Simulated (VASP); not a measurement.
## ZrC: single point with PBE

The system is ZrC.

```xyz
2
Lattice="0.0000 2.3502 2.3502 2.3502 0.0000 2.3502 2.3502 2.3502 0.0000" Properties=species:S:1:pos:R:3 pbc="T T T"
Zr    2.3502    2.3502    2.3502
C     0.0000    0.0000    0.0000
```

```
Program                : VASP 6.6.1
Task                   : single point
Functional             : PBE
Potentials or basis    : VASP PAW PBE potentials, release 64 (Zr_sv, C)
Cutoff                 : 600 eV
k mesh                 : 6 × 6 × 6
Occupations            : gaussian, width 0.1 eV
Spin                   : no spin polarisation
Dipole correction      : no
Further INCAR settings : ALGO = Normal; EDIFF = 1e-06; NBANDS = 15
```

```yaml
Pressure: 1.5 GPa
Band_gap_on_the_k_mesh: zero (band 8 reaches 10.56 eV, above the bottom of band 9 at 9.36 eV)
```

Levels at points of the mesh, in eV from the Fermi level:
| k point | band 6 | band 7 | band 8 | band 9 | band 10 | band 11 |
| --- | --- | --- | --- | --- | --- | --- |
| (0.00, 0.00, 0.00) | 1.01 | 1.01 | 1.01 | 1.16 | 1.16 | 1.16 |
| (0.50, 0.00, 0.00) | -5.22 | -2.86 | -2.86 | 4.57 | 4.57 | 5.40 |
| (0.50, 0.50, 0.00) | -1.99 | -1.69 | 0.14 | 0.14 | 4.52 | 5.73 |

It took 11 s on 1 thread of Intel Xeon 8259CL, on a shared host, peak memory 0.16 GiB.

Caveat: the k points lie up to 0.39 Å⁻¹ apart.
